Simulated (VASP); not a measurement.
The system is TiNi.

```xyz
2
Lattice="2.9881 0.0000 0.0000 0.0000 2.9881 0.0000 0.0000 0.0000 2.9881" Properties=species:S:1:pos:R:3 pbc="T T T"
Ti    1.4940    1.4940    1.4940
Ni    0.0000    0.0000    0.0000
```

Base run:

```yaml
Program: VASP 6.6.1
Functional: r2SCAN
Potentials_or_basis: VASP PAW PBE potentials, release 64 (Ti_sv, Ni)
Cutoff: 520 eV
k_mesh: 10 × 10 × 10
Occupations: fermi-dirac, width 0.05 eV
Spin: collinear spin, ferromagnetic start
Starting_moments: "[0.27, 0.1] μB"
Fixed_moment: 0.4 μB
```

Its results: pressure 0.8 GPa; site moments Ti +0.27; Ni +0.08 μB.

Q: The run is repeated on the same cell with these changes: fixed moment from 0.4 μB to 1.8 μB; moments at the start from [0.27, 0.1] to [0.79, 0.94]. What comes out?

A: Pressure 4.1 GPa; site moments Ti +0.78; Ni +0.82 μB.

Caveats: the PAW data sets were made with another functional, which shifts forces and pressure a little; the total moment is fixed, so each spin has its own Fermi level.
